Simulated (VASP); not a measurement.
# LiHF2 (R-3m) in VASP: dielectric tensor with PBEsol

Aim: the dielectric tensor of LiHF2 with PBEsol.

Everything below comes from runs of VASP 6.6.1. Logs are shortened: lines on timing, memory, paths and dates and some standing lists are left out, and cuts for length are marked.

## Step 1: The cell of the first run

Symmetry: R-3m, No. 166, trigonal system. Conventional cell: a = 2.934 Å, b = 2.934 Å, c = 13.100 Å, α = 90.00°, β = 90.00°, γ = 120.00°. Li (site symmetry -3m) has 6 F at 1.99 Å within 2.6 Å. Within 1.5 Å of H (site symmetry -3m) lie 2 F at 1.14 Å. Within 1.5 Å of F (site symmetry 3m) lie 1 H at 1.14 Å.

## Step 2: Dielectric tensor, PBEsol

The input, INCAR:

```
SYSTEM = LiHF2
PREC = Accurate
ENCUT = 520
EDIFF = 1E-8
ISMEAR = 0
SIGMA = 0.01
LREAL = .FALSE.
LASPH = .TRUE.
NELM = 80
ALGO = Normal
ISIF = 2
LWAVE = .FALSE.
LCHARG = .FALSE.
GGA = PS
LEPSILON = .TRUE.
```

The input, KPOINTS:

```
Automatic mesh
0
G
  8 8 8
  0 0 0
```

The input, POSCAR:

```
LiHF2
1.0
    1.4669835900      0.8469633700      4.3666887200
   -1.4669835900      0.8469633700      4.3666887200
    0.0000000000     -1.6939267400      4.3666887200
Li H F
1 1 2
Direct
    0.0000000000      0.0000000000      0.0000000000
    0.5000000000      0.5000000000      0.5000000000
    0.4133018800      0.4133018800      0.4133018800
    0.5866981200      0.5866981200      0.5866981200
```

Potentials or basis: VASP PAW PBE potentials, release 64 (Li_sv, H, F).

Command:

```
$ cat potpaw_PBE.64/Li_sv/POTCAR potpaw_PBE.64/H/POTCAR potpaw_PBE.64/F/POTCAR > POTCAR
$ mpirun -np 1 vasp_std > vasp.out
```

OUTCAR:

```text
SYSTEM = LiHF2
   PREC = Accurate
   ENCUT = 520
   EDIFF = 1E-8
   ISMEAR = 0
   LREAL = .FALSE.
   LASPH = .TRUE.
   NELM = 80
   ISIF = 2
   GGA = PS
   LEPSILON = .TRUE.

 ion  position               nearest neighbor table
   1  0.000  0.000  0.000-   4 1.99   3 1.99   4 1.99   4 1.99   3 1.99   3 1.99
   2  0.500  0.500  0.500-   3 1.14   4 1.14
   3  0.413  0.413  0.413-   2 1.14   1 1.99   1 1.99   1 1.99
   4  0.587  0.587  0.587-   2 1.14   1 1.99   1 1.99   1 1.99

  LATTYP: Found a trigonal (rhomboedric) cell.
 ALAT       =     4.6837333593
 COS(alpha) =     0.8038012751

  Lattice vectors:

 A1 = (   1.4669835900,   0.8469633700,   4.3666887200)
 A2 = (  -1.4669835900,   0.8469633700,   4.3666887200)
 A3 = (   0.0000000000,  -1.6939267400,   4.3666887200)

Analysis of symmetry for initial positions (statically):
=====================================================================
 Subroutine PRICEL returns:
 Original cell was already a primitive cell.

 Routine SETGRP: Setting up the symmetry group for a
 trigonal (rhombohedral) supercell.

 Subroutine GETGRP returns: Found 12 space group operations
 (whereof 12 operations were pure point group operations)
 out of a pool of 12 trial point group operations.

The static configuration has the point symmetry D_3d.

Analysis of symmetry for dynamics (positions and initial velocities):
=====================================================================
 Subroutine PRICEL returns:
 Original cell was already a primitive cell.

 Routine SETGRP: Setting up the symmetry group for a
 trigonal (rhombohedral) supercell.

 Subroutine GETGRP returns: Found 12 space group operations
 (whereof 12 operations were pure point group operations)
 out of a pool of 12 trial point group operations.

The dynamic configuration has the point symmetry D_3d.

 Subroutine INISYM returns: Found 12 space group operations
 (whereof 12 operations are pure point group operations),
 and found     1 'primitive' translations

----------------------------------------------------------------------------------------

                                     Primitive cell

  volume of cell :      32.5532

  direct lattice vectors                    reciprocal lattice vectors
     1.466983590  0.846963370  4.366688720     0.340835442  0.196781434  0.076335492
    -1.466983590  0.846963370  4.366688720    -0.340835442  0.196781434  0.076335492
     0.000000000 -1.693926740  4.366688720     0.000000000 -0.393562868  0.076335492

  length of vectors
     4.683733359  4.683733359  4.683733359     0.400897541  0.400897541  0.400897541

  position of ions in fractional coordinates (direct lattice)
     0.000000000  0.000000000  0.000000000
     0.500000000  0.500000000  0.500000000
     0.413301880  0.413301880  0.413301880
     0.586698120  0.586698120  0.586698120

  ion indices of the primitive-cell ions
   primitive index   ion index
                 1           1
                 2           2
                 3           3
                 4           4

----------------------------------------------------------------------------------------

 KPOINTS: Automatic mesh

Automatic generation of k-mesh.
 Grid dimensions read from file:
 generate k-points for:    8    8    8

 Generating k-lattice:

  Cartesian coordinates                     Fractional coordinates (reciprocal lattice)
     0.042604430  0.024597679  0.009541937     0.125000000  0.000000000  0.000000000
    -0.042604430  0.024597679  0.009541937     0.000000000  0.125000000  0.000000000
     0.000000000 -0.049195359  0.009541937     0.000000000  0.000000000  0.125000000

  Length of vectors
     0.050112193  0.050112193  0.050112193

[... 93 lines left out ...]
 number of electron      17.9999999 magnetization

 E-fermi :  -2.5087     XC(G=0):  -9.4512

 val. band max:       -2.6766688731   @ k =   0.5000   0.5000   0.5000
 cond. band min:       5.5969020649   @ k =   0.0000   0.0000   0.0000
 fundamental gap:      8.2735709380
 Fermi energy:        -2.5087150101

 k-point     1 :       0.0000    0.0000    0.0000
  band No.  band energies     occupation
      1     -42.4895      2.00000
      2     -23.7184      2.00000
      3     -22.2193      2.00000
      4      -8.4779      2.00000
      5      -3.0848      2.00000
      6      -3.0848      2.00000
      7      -2.9673      2.00000
      8      -2.8816      2.00000
      9      -2.8816      2.00000
     10       5.5969      0.00000
     11      10.3616      0.00000
     12      14.4023      0.00000
     13      15.8526      0.00000
[... 354 lines left out ...]
  band No.  band energies     occupation
      1     -42.4729      2.00000
      2     -23.5038      2.00000
      3     -22.2157      2.00000
      4      -8.0064      2.00000
      5      -4.4287      2.00000
      6      -3.5226      2.00000
      7      -3.2662      2.00000
      8      -3.2556      2.00000
      9      -3.1077      2.00000
     10       7.3686      0.00000
     11      11.4495      0.00000
     12      14.1303      0.00000
     13      14.7905      0.00000

 [... further k-points ...]

  FORCE on cell =-STRESS in cart. coord.  units (eV):
  Direction    XX          YY          ZZ          XY          YZ          ZX
  --------------------------------------------------------------------------------------
  -------------------------------------------------------------------------------------
  Total        0.3045242      0.3045242      0.5934453      0.0000000      0.0000000      0.0000000
  in kB       14.9878373     14.9878373     29.2077378      0.0000000      0.0000000      0.0000000
  external PRESSURE =      19.7278041 kB  Pullay stress =       0.0000000 kB

 VOLUME and BASIS-vectors are now :
 -----------------------------------------------------------------------------
  energy-cutoff  :      520.00
  volume of cell :       32.55
      direct lattice vectors                 reciprocal lattice vectors
     1.466983590  0.846963370  4.366688720     0.340835442  0.196781434  0.076335492
    -1.466983590  0.846963370  4.366688720    -0.340835442  0.196781434  0.076335492
     0.000000000 -1.693926740  4.366688720     0.000000000 -0.393562868  0.076335492

 POSITION                                       TOTAL-FORCE (eV/Angst)
 -----------------------------------------------------------------------------------
      0.00000      0.00000      0.00000         0.000000      0.000000     -0.000000
      0.00000      0.00000      6.55003        -0.000000     -0.000000     -0.000000
      0.00000      0.00000      5.41428         0.000000     -0.000000     -0.132221
      0.00000      0.00000      7.68578         0.000000      0.000000      0.132221
 -----------------------------------------------------------------------------------
    total drift:                                0.000000     -0.000000      0.000000

  FREE ENERGIE OF THE ION-ELECTRON SYSTEM (eV)
  ---------------------------------------------------
  free  energy   TOTEN  =       -18.5939481431 eV

  energy  without entropy=      -18.5939481431  energy(sigma->0) =      -18.59394814

 HEAD OF MICROSCOPIC STATIC DIELECTRIC TENSOR (INDEPENDENT PARTICLE, excluding Hartree and local field effects)
 ------------------------------------------------------
           1.895877     0.000000     0.000000
           0.000000     1.895877    -0.000000
           0.000000     0.000000     2.200730
 ------------------------------------------------------

 Free energy of the ion-electron system (eV)
  ---------------------------------------------------
  ---------------------------------------------------
  free energy    TOTEN  =        -0.08575450 eV

  energy without entropy =       -0.08575450

------------------------ aborting loop because EDIFF is reached ----------------------------------------

--------------------------------------- Ionic step        2  -------------------------------------------

------------------------ aborting loop because EDIFF is reached ----------------------------------------

--------------------------------------- Ionic step        3  -------------------------------------------

 Free energy of the ion-electron system (eV)
  ---------------------------------------------------
  ---------------------------------------------------
  free energy    TOTEN  =        -0.11194692 eV

  energy without entropy =       -0.11194692

------------------------ aborting loop because EDIFF is reached ----------------------------------------

 PIEZOELECTRIC TENSOR FIELD DIRECTION 3  (e Angst)
 -----------------------------------------------------------------------------
    -0.00007  0.00000  0.00000           ( -0.00000  0.00000  0.00000)
     0.00000 -0.00007  0.00000           (  0.00000 -0.00000  0.00000)
     0.00000  0.00000 -0.00026           (  0.00000  0.00000 -0.00002)

 PIEZOELECTRIC TENSOR FIELD DIRECTION 3  (C/m^2)
 -----------------------------------------------------------------------------
    -0.00003  0.00000  0.00000
     0.00000 -0.00003  0.00000
     0.00000  0.00000 -0.00013

 MACROSCOPIC STATIC DIELECTRIC TENSOR (including local field effects in DFT)
 ------------------------------------------------------
           1.862017     0.000000    -0.000000
           0.000000     1.862017     0.000000
           0.000000     0.000000     2.143023
 ------------------------------------------------------

 PIEZOELECTRIC TENSOR (including local field effects)  for field in x, y, z        (e  Angst)
          XX          YY          ZZ          XY          YZ          ZX
  --------------------------------------------------------------------------------
  x     0.00000     0.00000     0.00000     0.00000     0.00000     0.00000
  y     0.00000     0.00000     0.00000     0.00000     0.00000     0.00000
  z     0.00000     0.00000     0.00000     0.00000     0.00000     0.00000

 PIEZOELECTRIC TENSOR (including local field effects)  for field in x, y, z        (C/m^2)
          XX          YY          ZZ          XY          YZ          ZX
  --------------------------------------------------------------------------------
  x     0.00000     0.00000     0.00000     0.00000     0.00000     0.00000
  y     0.00000     0.00000     0.00000     0.00000     0.00000     0.00000
  z     0.00000     0.00000     0.00000     0.00000     0.00000     0.00000

 BORN EFFECTIVE CHARGES (including local field effects) (in |e|, cummulative output)
 ---------------------------------------------------------------------------------
 ion    1
    1     1.06445     0.00000     0.00000
    2     0.00000     1.06445    -0.00000
    3     0.00000     0.00000     1.07124
 ion    2
    1     0.38786     0.00000    -0.00000
    2     0.00000     0.38786     0.00000
    3     0.00000     0.00000     1.99098
 ion    3
    1    -0.72616     0.00000     0.00000
    2     0.00000    -0.72616    -0.00000
    3     0.00000     0.00000    -1.53111
 ion    4
    1    -0.72616     0.00000    -0.00000
    2     0.00000    -0.72616    -0.00000
    3     0.00000     0.00000    -1.53111
```

Wall time 12 min (1 thread of Intel Xeon Platinum 8259CL at 2.50GHz (Skylake/Cascade Lake), shared host); peak memory 0.34 GiB.

Results:

```
Band gap on the k mesh                  : 8.27 eV (least direct gap 8.48 eV)
Electronic dielectric tensor (diagonal) : 1.86, 1.86, 2.14
Born charges (mean of the diagonal)     : Li +1.07; H +0.92; F -0.99 e
```

Levels at points of the mesh, in eV from the valence-band top:
```tsv
k point	band 6	band 7	band 8	band 9	band 10	band 11	band 12	band 13
(0.00, 0.00, 0.00)	-0.41	-0.29	-0.20	-0.20	8.27	13.04	17.08	18.53
(0.50, 0.00, 0.00)	-1.52	-0.76	-0.63	-0.54	11.72	13.86	16.43	18.11
(0.50, 0.50, 0.00)	-1.60	-1.19	-1.09	-0.15	13.73	14.21	14.25	16.38
(0.50, 0.50, 0.50)	-0.60	-0.60	0.00	0.00	9.23	12.41	15.97	19.85
```

Electronic dielectric tensor:
```
1.86 0.00 0.00
0.00 1.86 0.00
0.00 0.00 2.14
```

Born effective charge tensors (e):
atom 1, Li
```
1.06 0.00 0.00
0.00 1.06 0.00
0.00 0.00 1.07
```
atom 2, H
```
0.39 0.00 0.00
0.00 0.39 0.00
0.00 0.00 1.99
```
atom 3, F
```
-0.73  0.00  0.00
 0.00 -0.73  0.00
 0.00  0.00 -1.53
```
atom 4, F
```
-0.73  0.00  0.00
 0.00 -0.73  0.00
 0.00  0.00 -1.53
```

Caveat: the cutoff is under 1.25 times the usual one of these potentials, so pressure, stress and relaxed cells hold a basis-set (Pulay) error; the PAW data sets were made with another functional, which shifts forces and pressure a little. A k mesh can miss the band edges.
